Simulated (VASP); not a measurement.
# Ru6N in VASP: notebook

The runs below take Ru6N through single point, with PBE.

Everything below comes from runs of VASP 6.6.1. Logs are shortened: lines on timing, memory, paths and dates and some standing lists are left out, and cuts for length are marked.

## Step 1: The cell of the first run

The cell holds a slab with vacuum, 7 atoms: a = 2.720 Å, b = 4.297 Å, c = 20.838 Å, α = 90.00°, β = 90.00°, γ = 90.00°.

## Step 2: Single point, PBE

Input file INCAR:

```
SYSTEM = Ru6N
ALGO     = Normal         ! electronic algorithm
DIPOL    = 0.5 0.5 0.348
EDIFF    = 1E-6           ! SCF threshold, eV
ENCUT    = 520            ! plane-wave cutoff, eV
GGA      = PE             ! functional
IDIPOL   = 3            
ISIF     = 2              ! what is computed and relaxed
ISMEAR   = 0              ! smearing method
LASPH    = .True.         ! aspherical terms in the spheres
LCHARG   = .False.        ! write CHGCAR
LDIPOL   = .True.       
LREAL    = .False.        ! projectors in reciprocal space
LWAVE    = .False.        ! write WAVECAR
NBANDS   = 54             ! bands
NELM     = 60             ! most SCF steps
PREC     = Accurate       ! precision mode
SIGMA    = 0.1            ! smearing width, eV
```

Input file KPOINTS:

```
k-points
0
Gamma
  10 6 1
  0 0 0
```

Input file POSCAR:

```
Ru6N
1.0
    2.7197977462      0.0000000000      0.0000000000
    0.0000000000      4.2966597640      0.0000000000
    0.0000000000      0.0000000000     20.8383397414
Ru N
6 1
Direct
    0.0000000000      0.7500000000      0.1919538720
    0.5000000000      0.2500000000      0.2296314409
    0.5000000000      0.7500000000      0.3049865786
    0.0000000000      0.2500000000      0.3407382302
    0.0000000000      0.7500000000      0.4168575075
    0.5000000000      0.2500000000      0.4481326179
    0.8333333333      0.4500000000      0.5045209598
```

Potentials or basis: VASP PAW PBE potentials, release 64 (Ru_pv, N).

Launch:

```
> cat potpaw_PBE.64/Ru_pv/POTCAR potpaw_PBE.64/N/POTCAR > POTCAR
> mpirun -np 1 vasp_std > vasp.out
```

OUTCAR:

```text
SYSTEM = Ru6N
   EDIFF = 1E-6
   ENCUT = 520
   GGA = PE
   ISIF = 2
   ISMEAR = 0
   LASPH = .True.
   LREAL = .False.
   NELM = 60
   PREC = Accurate

 ion  position               nearest neighbor table
   1  0.000  0.750  0.192-   2 2.66   2 2.66   2 2.66   2 2.66   3 2.72   3 2.72
   2  0.500  0.250  0.230-   3 2.66   3 2.66   1 2.66   1 2.66   1 2.66   1 2.66   4 2.69   4 2.69

   3  0.500  0.750  0.305-   4 2.65   4 2.65   4 2.65   4 2.65   2 2.66   2 2.66   5 2.70   5 2.70
                             1 2.72   1 2.72
   4  0.000  0.250  0.341-   6 2.62   6 2.62   3 2.65   3 2.65   3 2.65   3 2.65   5 2.67   5 2.67
                             2 2.69   2 2.69
   5  0.000  0.750  0.417-   7 2.28   6 2.62   6 2.62   6 2.62   6 2.62   4 2.67   4 2.67   3 2.70
                             3 2.70
   6  0.500  0.250  0.448-   7 1.71   7 2.33   4 2.62   4 2.62   5 2.62   5 2.62   5 2.62   5 2.62

   7  0.833  0.450  0.505-   6 1.71   5 2.28   6 2.33

  LATTYP: Found a simple orthorhombic cell.
 ALAT       =     2.7197977462
 B/A-ratio  =     1.5797717937
 C/A-ratio  =     7.6617240273

  Lattice vectors:

 A1 = (   2.7197977462,   0.0000000000,   0.0000000000)
 A2 = (   0.0000000000,   4.2966597640,   0.0000000000)
 A3 = (   0.0000000000,   0.0000000000,  20.8383397414)

Analysis of symmetry for initial positions (statically):
=====================================================================
 Subroutine PRICEL returns:
 Original cell was already a primitive cell.

 Routine SETGRP: Setting up the symmetry group for a
 simple orthorhombic supercell.

 Subroutine GETGRP returns: Found  1 space group operations
 (whereof  1 operations were pure point group operations)
 out of a pool of  8 trial point group operations.

The static configuration has the point symmetry C_1 .

Analysis of symmetry for dynamics (positions and initial velocities):
=====================================================================
 Subroutine PRICEL returns:
 Original cell was already a primitive cell.

 Routine SETGRP: Setting up the symmetry group for a
 simple orthorhombic supercell.

 Subroutine GETGRP returns: Found  1 space group operations
 (whereof  1 operations were pure point group operations)
 out of a pool of  8 trial point group operations.

The dynamic configuration has the point symmetry C_1 .

 Subroutine INISYM returns: Found  1 space group operations
 (whereof  1 operations are pure point group operations),
 and found     1 'primitive' translations

----------------------------------------------------------------------------------------

                                     Primitive cell

  volume of cell :     243.5178

  direct lattice vectors                    reciprocal lattice vectors
     2.719797746  0.000000000  0.000000000     0.367674398  0.000000000  0.000000000
     0.000000000  4.296659764  0.000000000     0.000000000  0.232738931  0.000000000
     0.000000000  0.000000000 20.838339741     0.000000000  0.000000000  0.047988468

  length of vectors
     2.719797746  4.296659764 20.838339741     0.367674398  0.232738931  0.047988468

  position of ions in fractional coordinates (direct lattice)
     0.000000000  0.750000000  0.191953872
     0.500000000  0.250000000  0.229631441
     0.500000000  0.750000000  0.304986579
     0.000000000  0.250000000  0.340738230
     0.000000000  0.750000000  0.416857507
     0.500000000  0.250000000  0.448132618
     0.833333333  0.450000000  0.504520960

  ion indices of the primitive-cell ions
   primitive index   ion index
                 1           1
                 2           2
                 3           3
                 4           4
                 5           5
                 6           6
                 7           7

----------------------------------------------------------------------------------------

 KPOINTS: k-points

Automatic generation of k-mesh.
 Grid dimensions read from file:
 generate k-points for:   10    6    1

 Generating k-lattice:

  Cartesian coordinates                     Fractional coordinates (reciprocal lattice)
     0.036767440  0.000000000  0.000000000     0.100000000  0.000000000  0.000000000
     0.000000000  0.038789822  0.000000000     0.000000000  0.166666667  0.000000000
     0.000000000  0.000000000  0.047988468     0.000000000  0.000000000  1.000000000

  Length of vectors
     0.036767440  0.038789822  0.047988468

  Shift w.r.t. Gamma in fractional coordinates (k-lattice)
     0.000000000  0.000000000  0.000000000

 Subroutine IBZKPT returns following result:
 ===========================================

 Found     32 irreducible k-points:

 Following reciprocal coordinates:
            Coordinates               Weight
  0.000000  0.000000  0.000000      1.000000
  0.100000  0.000000  0.000000      2.000000
  0.200000  0.000000  0.000000      2.000000
  0.300000  0.000000  0.000000      2.000000
  0.400000  0.000000  0.000000      2.000000
  0.500000  0.000000  0.000000      1.000000
[... 16 lines left out ...]
  0.300000 -0.333333  0.000000      2.000000
  0.400000  0.333333  0.000000      2.000000
 [... further k-points ...]
   k-points           NKPTS =     32   k-points in BZ     NKDIM =     32   number of bands    NBANDS=     54
   number of dos      NEDOS =    301   number of ions     NIONS =      7
   total plane-waves  NPLWV = 102400
   dimension x,y,z NGX =    20 NGY =   32 NGZ =  160
   dimension x,y,z NGXF=    40 NGYF=   64 NGZF=  320
   ions per type =               6   1
   NGX,Y,Z   is equivalent  to a cutoff of  12.22, 12.38, 12.76 a.u.
   NGXF,Y,Z  is equivalent  to a cutoff of  24.45, 24.76, 25.53 a.u.
 SYSTEM =  Ru6N
   PREC   = accura    normal or accurate (medium, high low for compatibility)
   ISTART =      0    job   : 0-new  1-cont  2-samecut
   ICHARG =      2    charge: 1-file 2-atom 10-const
   ISPIN  =      1    spin polarized calculation?
   LNONCOLLINEAR =      F non collinear calculations
   LSORBIT =      F    spin-orbit coupling
   LASPH  =      T    aspherical Exc in radial PAW
   ENCUT  =  520.0 eV  38.22 Ry    6.18 a.u.   5.06  7.99 38.75*2*pi/ulx,y,z
   NELM   =     60;   NELMIN=  2; NELMDL= -5     # of ELM steps
   EDIFF  = 0.1E-05   stopping-criterion for ELM
   LREAL  =      F    real-space projection
   EDIFFG = 0.1E-04   stopping-criterion for IOM
   NSW    =      0    number of steps for IOM
   IBRION =     -1    ionic relax: 0-MD 1-quasi-New 2-CG
   NFREE  =      0    steps in history (QN), initial steepest desc. (CG)
   ISIF   =      2    stress and relaxation
   ISYM   =      2    0-nonsym 1-usesym 2-fastsym
   POTIM  = 0.5000    time-step for ionic-motion
   TEBEG  =    0.0;   TEEND  =   0.0 temperature during run
   PSTRESS=    0.0 pullay stress
   NELECT =      89.0000    total number of electrons
   NUPDOWN=      -1.0000    fix difference up-down
   EMIN   =  10.00;   EMAX   =-10.00  energy-range for DOS
   EFERMI =   0.00;   METHOD = LEGACY
   ISMEAR =     0;   SIGMA  =   0.10  broadening in eV -4-tet -1-fermi 0-gaus
   EFERMI_NEDOS =   21; number of points for ismear=-14 and -15
   IALGO  =     38    algorithm
   IMIX   =      4    mixing-type and parameters
     AMIX     =   0.40;   BMIX     =  1.00
     AMIX_MAG =   1.60;   BMIX_MAG =  1.00
  volume/ion in A,a.u.               =      34.79       234.76
  Fermi-wavevector in a.u.,A,eV,Ry     =   1.170473  2.211873 18.640066  1.370006
  Thomas-Fermi vector in A             =   2.306931
   LORBIT       =      0    0 simple, 1 ext, 2 COOP (PROOUT), +10 PAW based schemes
   GGA     = PE    functional components
   LHFCALC =     F    Hartree Fock is set to
   AEXX    =    0.0000 exact exchange contribution
   IVDW    =     0    specifies the selected vdW correction
   LEPSILON=     F    determine dielectric tensor
   LRPA    =     F    only Hartree local field effects (RPA)
 non-spin polarized calculation
 Gauss-broadening in eV      SIGMA  =   0.10
  energy-cutoff  :      520.00
  volume of cell :      243.52
 maximum number of plane-waves:      6614
   NGX = 11   NGY = 15   NGZ = 77

 dipolmoment           0.000000      0.000000     -0.529905 electrons x Angstroem

 number of electron      89.0000041 magnetization

 dipolmoment           0.000000      0.000000      0.088709 electrons x Angstroem

 Free energy of the ion-electron system (eV)
  ---------------------------------------------------
  ext. energy  EPLUGINS =         0.00000000
  ---------------------------------------------------
  free energy    TOTEN  =       -58.70280714 eV

  energy without entropy =      -58.66402520  energy(sigma->0) =      -58.68341617

 E-fermi :   1.0808     XC(G=0):  -5.9865

 val. band max:        1.0798879614   @ k =   0.5000   0.3333   0.0000
 cond. band min:       1.0983067908   @ k =   0.1000   0.1667   0.0000
 fundamental gap:      0.0184188295
 Fermi energy:         1.0807807253

 k-point     1 :       0.0000    0.0000    0.0000
  band No.  band energies     occupation
      1     -43.1958      2.00000
      2     -42.6248      2.00000
      3     -42.4693      2.00000
      4     -42.3687      2.00000
      5     -42.2504      2.00000
      6     -42.1160      2.00000
[... 46 lines left out ...]
     53       2.6329      0.00000
     54       2.9025      0.00000

 k-point     2 :       0.1000    0.0000    0.0000
  band No.  band energies     occupation
      1     -43.1924      2.00000
      2     -42.6073      2.00000
      3     -42.4510      2.00000
      4     -42.4022      2.00000
      5     -42.2435      2.00000
      6     -42.0994      2.00000
[... 46 lines left out ...]
     53       2.7603      0.00000
     54       3.1317      0.00000
[... 1195 lines left out ...]
     53       3.2135      0.00000
     54       3.8029      0.00000

 k-point    24 :       0.4000    0.3333    0.0000
  band No.  band energies     occupation
      1     -43.2791      2.00000
      2     -42.7333      2.00000
      3     -42.5236      2.00000
      4     -42.4324      2.00000
      5     -42.3470      2.00000
      6     -42.2267      2.00000
[... 46 lines left out ...]
     53       3.2971      0.00000
     54       4.5108      0.00000

 [... further k-points ...]

------------------------ aborting loop because EDIFF is reached ----------------------------------------

 vacuum level on the upper side and lower side of the slab       (xc-potential included)         0.659        -0.681

  FORCE on cell =-STRESS in cart. coord.  units (eV):
  Direction    XX          YY          ZZ          XY          YZ          ZX
  --------------------------------------------------------------------------------------
  -------------------------------------------------------------------------------------
  Total        0.6213654      0.7038024      0.9818373      1.6556620      1.7170079      3.1914176
  in kB        4.0881512      4.6305291      6.4598052     10.8931021     11.2967156     20.9973036
  external PRESSURE =       5.0594952 kB  Pullay stress =       0.0000000 kB

 VOLUME and BASIS-vectors are now :
 -----------------------------------------------------------------------------
  energy-cutoff  :      520.00
  volume of cell :      243.52
      direct lattice vectors                 reciprocal lattice vectors
     2.719797746  0.000000000  0.000000000     0.367674398  0.000000000  0.000000000
     0.000000000  4.296659764  0.000000000     0.000000000  0.232738931  0.000000000
     0.000000000  0.000000000 20.838339741     0.000000000  0.000000000  0.047988468

 POSITION                                       TOTAL-FORCE (eV/Angst)
 -----------------------------------------------------------------------------------
      0.00000      3.22249      4.00000         0.001248      0.116376      0.818229
      1.35990      1.07416      4.78514        -0.034053     -0.030000     -0.454105
      1.35990      3.22249      6.35541         0.025362     -0.266501     -0.287524
      0.00000      1.07416      7.10042        -0.217798      0.053676     -1.121945
      0.00000      3.22249      8.68662        -0.572659      0.196272      0.181441
      1.35990      1.07416      9.33834        -1.124976     -1.479331      0.759877
      2.26650      1.93350     10.51338         1.922877      1.409508      0.104028
 -----------------------------------------------------------------------------------
    total drift:                               -0.000006      0.000017      0.000284

  FREE ENERGIE OF THE ION-ELECTRON SYSTEM (eV)
  ---------------------------------------------------
  free  energy   TOTEN  =       -58.7028071381 eV

  energy  without entropy=      -58.6640251996  energy(sigma->0) =      -58.68341617

 vacuum level on the upper side and lower side of the slab         7.197         5.823
```

Run time: 7.3 min. Hardware: 1 thread of Intel Xeon 6975P-C (Granite Rapids), shared host; peak memory 0.49 GiB.

Results:

```
Free energy            : -58.7028 eV
Largest force          : 2.386 eV/Å
Band gap on the k mesh : zero (an odd number of electrons rules out a gap without spin polarisation)
```

Forces in eV/Å, atoms in the order of the input:
```
Ru   0.001  0.116  0.818
Ru  -0.034 -0.030 -0.454
Ru   0.025 -0.267 -0.288
Ru  -0.218  0.054 -1.122
Ru  -0.573  0.196  0.181
Ru  -1.125 -1.479  0.760
N    1.923  1.410  0.104
```

## Step 3: Single point, PBE

Input file INCAR:

```
SYSTEM = Ru6N
  ALGO = Normal
  DIPOL = 0.5 0.5 0.347
  EDIFF = 1E-6
  ENCUT = 520
  GGA = PE
  IDIPOL = 3
  ISIF = 2
  ISMEAR = 0
  LASPH = .TRUE.
  LCHARG = .FALSE.
  LDIPOL = .TRUE.
  LREAL = .FALSE.
  LWAVE = .FALSE.
  NBANDS = 54
  NELM = 60
  PREC = Accurate
  SIGMA = 0.1
```

Input file KPOINTS:

```
k-points
0
G
  10 6 1
  0 0 0
```

POSCAR, as its differences from that of step 2:

```diff
@@ -14,2 +14,2 @@
     0.5000000000      0.2500000000      0.4481326179
-    0.8333333333      0.4500000000      0.5045209598
+    0.8333333333      0.6500000000      0.4965755264
```

Potentials or basis: VASP PAW PBE potentials, release 64 (Ru_pv, N).

Launch:

```
> cat potpaw_PBE.64/Ru_pv/POTCAR potpaw_PBE.64/N/POTCAR > POTCAR
> mpirun -np 1 vasp_std > vasp.out
```

Wall time 6.8 min (1 thread of Intel Xeon 6975P-C (Granite Rapids), shared host); peak memory 0.5 GiB.

Results (log left out):

```yaml
Free_energy: -58.4295 eV
Largest_force: 2.220 eV/Å
Band_gap_on_the_k_mesh: zero (an odd number of electrons rules out a gap without spin polarisation)
```

Forces on the atoms (eV/Å):
```
Ru   0.068  0.011  0.856
Ru   0.015  0.015 -0.464
Ru   0.102 -0.061 -1.264
Ru   0.066  0.008 -0.443
Ru  -0.388  1.124 -0.796
Ru   0.541  0.712  2.033
N   -0.404 -1.808  0.079
```

Levels at points of the mesh, in eV from the Fermi level:
```tsv
k point	band 43	band 44	band 45	band 46	band 47	band 48
(0.00, 0.00, 0.00)	-1.17	-1.13	-0.75	-0.24	0.41	0.51
(0.50, 0.00, 0.00)	0.10	0.46	0.62	1.07	1.21	1.29
(0.00, 0.50, 0.00)	-0.51	-0.45	-0.21	0.02	0.24	0.44
(0.50, 0.50, 0.00)	0.25	0.44	0.64	1.06	1.11	1.45
```

## Step 4: Single point, PBE

Input file INCAR:

```
SYSTEM = Ru6N
ALGO = Normal
DIPOL = 0.5 0.5 0.349
EDIFF = 1E-6
ENCUT = 520
GGA = PE
IDIPOL = 3
ISIF = 2
ISMEAR = 0
LASPH = .True.
LCHARG = .False.
LDIPOL = .True.
LREAL = .False.
LWAVE = .False.
NBANDS = 54
NELM = 100
PREC = Accurate
SIGMA = 0.1
```

Input file KPOINTS:

```
k-points
0
Gamma
  10 6 1
  0 0 0
```

POSCAR, as its differences from that of step 3:

```diff
@@ -14,2 +14,2 @@
     0.5000000000      0.2500000000      0.4481326179
-    0.8333333333      0.6500000000      0.4965755264
+    0.6666666667      0.4500000000      0.5140412065
```

Potentials or basis: VASP PAW PBE potentials, release 64 (Ru_pv, N).

Launch:

```
> cat potpaw_PBE.64/Ru_pv/POTCAR potpaw_PBE.64/N/POTCAR > POTCAR
> mpirun -np 1 vasp_std > vasp.out
```

OUTCAR:

```text
SYSTEM = Ru6N
   EDIFF = 1E-6
   ENCUT = 520
   GGA = PE
   ISIF = 2
   ISMEAR = 0
   LASPH = .True.
   LREAL = .False.
   NELM = 100
   PREC = Accurate

 ion  position               nearest neighbor table
   1  0.000  0.750  0.192-   2 2.66   2 2.66   2 2.66   2 2.66   3 2.72   3 2.72
   2  0.500  0.250  0.230-   3 2.66   3 2.66   1 2.66   1 2.66   1 2.66   1 2.66   4 2.69   4 2.69

   3  0.500  0.750  0.305-   4 2.65   4 2.65   4 2.65   4 2.65   2 2.66   2 2.66   5 2.70   5 2.70
                             1 2.72   1 2.72
   4  0.000  0.250  0.341-   6 2.62   6 2.62   3 2.65   3 2.65   3 2.65   3 2.65   5 2.67   5 2.67
                             2 2.69   2 2.69
[... 1590 lines left out ...]
  in kB        1.6109325      3.6933694      6.5842614      0.7708582      4.1773545      7.3913266
  external PRESSURE =       3.9628544 kB  Pullay stress =       0.0000000 kB

 VOLUME and BASIS-vectors are now :
 -----------------------------------------------------------------------------
  energy-cutoff  :      520.00
  volume of cell :      243.52
      direct lattice vectors                 reciprocal lattice vectors
     2.719797746  0.000000000  0.000000000     0.367674398  0.000000000  0.000000000
     0.000000000  4.296659764  0.000000000     0.000000000  0.232738931  0.000000000
     0.000000000  0.000000000 20.838339741     0.000000000  0.000000000  0.047988468

 POSITION                                       TOTAL-FORCE (eV/Angst)
 -----------------------------------------------------------------------------------
      0.00000      3.22249      4.00000         0.021091      0.110523      0.834094
      1.35990      1.07416      4.78514        -0.024036     -0.041558     -0.532485
      1.35990      3.22249      6.35541        -0.058841     -0.280377     -0.010570
      0.00000      1.07416      7.10042        -0.177181      0.125090     -1.177232
      0.00000      3.22249      8.68662        -0.278996      0.375983     -0.304998
      1.35990      1.07416      9.33834         0.245698     -0.818633      1.005104
      1.81320      1.93350     10.71177         0.272266      0.528973      0.186087
 -----------------------------------------------------------------------------------
    total drift:                                0.000019     -0.000027      0.000236

  FREE ENERGIE OF THE ION-ELECTRON SYSTEM (eV)
  ---------------------------------------------------
  free  energy   TOTEN  =       -58.3043755003 eV

  energy  without entropy=      -58.2618973896  energy(sigma->0) =      -58.28313644

 vacuum level on the upper side and lower side of the slab         7.324         5.764
```

OSZICAR:

```text
N       E                     dE             d eps       ncg     rms          rms(c)
DAV:   1     0.917199183031E+03    0.91720E+03   -0.54921E+04  4464   0.154E+03
DAV:   2    -0.235509969608E+02   -0.94075E+03   -0.91412E+03  3798   0.455E+02
DAV:   3    -0.623422185338E+02   -0.38791E+02   -0.37046E+02  4736   0.833E+01
[... 25 lines left out ...]
DAV:  29    -0.583043628969E+02   -0.98738E-05   -0.49362E-07  2042   0.266E-03    0.233E-03
DAV:  30    -0.583043689926E+02   -0.60957E-05   -0.18779E-07  1952   0.165E-03    0.223E-03
DAV:  31    -0.583043733607E+02   -0.43681E-05   -0.33690E-07  2014   0.259E-03    0.134E-03
DAV:  32    -0.583043747488E+02   -0.13880E-05   -0.65744E-08  1828   0.942E-04    0.919E-04
DAV:  33    -0.583043755003E+02   -0.75157E-06   -0.31849E-08  1782   0.725E-04
   1 F= -.58304376E+02 E0= -.58283136E+02  d E =-.424781E-01
```

Run time: 7.8 min. Hardware: 1 thread of Intel Xeon 6975P-C (Granite Rapids), shared host; peak memory 0.49 GiB.

What came out:

* Free energy: -58.3044 eV
* Largest force: 1.319 eV/Å
* Band gap on the k mesh: zero (an odd number of electrons rules out a gap without spin polarisation)

Forces in eV/Å, atoms in the order of the input:
```
Ru   0.021  0.111  0.834
Ru  -0.024 -0.042 -0.532
Ru  -0.059 -0.280 -0.011
Ru  -0.177  0.125 -1.177
Ru  -0.279  0.376 -0.305
Ru   0.246 -0.819  1.005
N    0.272  0.529  0.186
```

## Step 5: Overview

| cell | gap on the mesh (eV) | largest force (eV/Å) |
| --- | --- | --- |
| as given, atomic positions A | none | 2.39 |
| as given, atomic positions B | none | 2.22 |
| as given, atomic positions C | none | 1.32 |

Alike in all rows: task single point; level PBE; potentials or basis VASP PAW PBE potentials, release 64 (Ru_pv, N); no spin polarisation; k mesh 10 × 6 × 1; cutoff (eV) 520; smearing gaussian 0.1 eV.

Absolute energies hang on the potentials; compare differences alone.
